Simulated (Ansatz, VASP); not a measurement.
## Two plane-wave programs on AlP

File INCAR:

```
SYSTEM = AlP
  PREC = Accurate
  ENCUT = 500
  EDIFF = 1E-6
  ISMEAR = 0
  SIGMA = 0.01
  LREAL = .FALSE.
  LASPH = .TRUE.
  NELM = 120
  ALGO = Normal
  ISIF = 2
  LWAVE = .FALSE.
  LCHARG = .TRUE.
  GGA = CA
  LELF = .TRUE.
  LVHAR = .TRUE.
  NBANDS = 11
  GGA_COMPAT = .FALSE.
```

File KPOINTS:

```
regular mesh
0
G
  6 6 6
  0 0 0
```

File POSCAR:

```
AlP
1.0
    0.0000000000      2.7963236656      2.7963236656
    2.7963236656      0.0000000000      2.7963236656
    2.7963236656      2.7963236656      0.0000000000
Al P
1 1
Direct
    0.0000000000      0.0000000000      0.0000000000
    0.2500000000      0.2500000000      0.2500000000
```

Input for Ansatz:

```yaml
crystal:
  lattice:
    - [0.0, 2.7963236656004025, 2.7963236656004025]
    - [2.7963236656004025, 0.0, 2.7963236656004025]
    - [2.7963236656004025, 2.7963236656004025, 0.0]
  atoms:
    - { symbol: Al, position: [0.0, 0.0, 0.0] }
    - { symbol: P, position: [0.25, 0.25, 0.25] }
basis:
  ecutwfc: 500.0
kpoints:
  mp_grid:
    grid: [6, 6, 6]
hamiltonian:
  xc: lda
scf:
  occupations:
    method: fixed
output:
  stress: true
```

Alike in both runs: task single point; functional LDA; k mesh 6 × 6 × 6; no spin polarisation.

|  | VASP | Ansatz |
| --- | --- | --- |
| version | VASP 6.6.1 | Ansatz 0.2.0 |
| potentials or method | VASP PAW LDA potentials, release 64 (Al, P), cutoff 500 eV | plane waves, PAW |
| occupations | gaussian, width 0.01 eV | fixed |
| valence electrons in the cell | 8 | 8 |

```csv
,VASP,Ansatz,Ansatz less VASP
pressure (GPa),-6.5,-6.5,-0.03
```

LDA's correlation is that of Perdew and Zunger in VASP and of Perdew and Wang (1992) in Ansatz.
